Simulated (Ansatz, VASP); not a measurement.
**One calculation of Fe, two programs**

POSCAR

```
Fe
1.0
    0.0000000000      1.7845000000      1.7845000000
    3.5690000000      0.0000000000      3.5690000000
    1.7845000000      1.7845000000      0.0000000000
Fe
2
Direct
    0.0000000000      0.0000000000      0.0000000000
    0.0000000000      0.5000000000      0.0000000000
```

The input INCAR.step1:

```
PREC     = Accurate       # precision mode
ENCUT    = 520            # plane-wave cutoff, eV
ISMEAR   = -1             # smearing method
SIGMA    = 0.1            # smearing width, eV
LREAL    = F              # projectors in reciprocal space
LASPH    = T              # aspherical terms in the spheres
NELM     = 150            # most SCF steps
ISPIN    = 2              # spin polarisation
MAGMOM   = 4 0            # initial moments
LMAXMIX  = 4              # l up to which the mixer works
NBANDS   = 19             # bands
GGA      = PE             # functional
ALGO     = Normal         # electronic algorithm
EDIFF    = 1E-4           # SCF threshold, eV
LWAVE    = T              # write WAVECAR
LCHARG   = F              # write CHGCAR
```

INCAR.step2

```
PREC     = Accurate       # precision mode
ENCUT    = 520            # plane-wave cutoff, eV
EDIFF    = 1E-6           # SCF threshold, eV
ISMEAR   = -1             # smearing method
SIGMA    = 0.1            # smearing width, eV
LREAL    = F              # projectors in reciprocal space
LASPH    = T              # aspherical terms in the spheres
NELM     = 150            # most SCF steps
ALGO     = Normal         # electronic algorithm
ISIF     = 2              # what is computed and relaxed
LWAVE    = F              # write WAVECAR
LCHARG   = T              # write CHGCAR
ISPIN    = 2              # spin polarisation
MAGMOM   = 4 0            # initial moments
LORBIT   = 11             # projections on sites
LMAXMIX  = 4              # l up to which the mixer works
METAGGA  = R2SCAN         # meta-GGA
LMIXTAU  = T            
LELF     = T              # ELF
LVHAR    = T            
NBANDS   = 19             # bands
ISTART   = 1
```

Contents of KPOINTS:

```
regular mesh
0
Gamma
  12 6 12
```

Input for Ansatz:

```yaml
crystal:
  lattice:
    - [0.0, 1.7845, 1.7845]
    - [3.569, 0.0, 3.569]
    - [1.7845, 1.7845, 0.0]
  atoms:
    - { symbol: Fe, position: [0.0, 0.0, 0.0], spin: 4.0 }
    - { symbol: Fe, position: [0.0, 0.5, 0.0] }
magnetization:
  spin_polarized: true
hamiltonian:
  xc: r2scan
  pseudopotentials: { kind: paw }
basis:
  ecutwfc: 500
kpoints:
  mp_grid: { grid: [12, 6, 12] }
scf:
  occupations: { method: fermi_dirac, width: 0.1 }
  lower_state_search: "off"
output:
  forces: true
  stress: true
```

Alike in both runs: task single point; functional r2SCAN; k mesh 12 × 6 × 12; occupations fermi-dirac, width 0.1 eV; collinear spin.

|  | VASP | Ansatz |
| --- | --- | --- |
| version | VASP 6.6.1 | Ansatz 0.2.0 |
| potentials or method | VASP PAW PBE potentials, release 64 (Fe), cutoff 520 eV | PAW, plane waves, scalar-relativistic |
| valence electrons in the cell | 16 | 32 |

VASP gave:

| Property | Result |
| --- | --- |
| pressure (GPa) | -5.0 |
| traceless stress, the component that is largest in VASP (GPa) | -2.04 |
| net moment per atom (μB) | 1.24 |
| size of the moment on the site where the two differ most (μB) | 0.33 |

Task: Which values does Ansatz return?

Result: Pressure (GPa): -5.2; traceless stress, the component that is largest in VASP (GPa): -2.07; net moment per atom (μB): 1.24; size of the moment on the site where the two differ most (μB): 0.30.

VASP's potentials were made for PBE, not for r2SCAN. Site moments also hang on the region over which each program counts them. The functional is the same, so the differences come from potentials, cutoffs and numerics. VASP's potentials hold 16 valence electrons a cell and Ansatz's 32, so a difference there can come from the potentials and not from the codes. Ansatz's warnings: stability check not made.
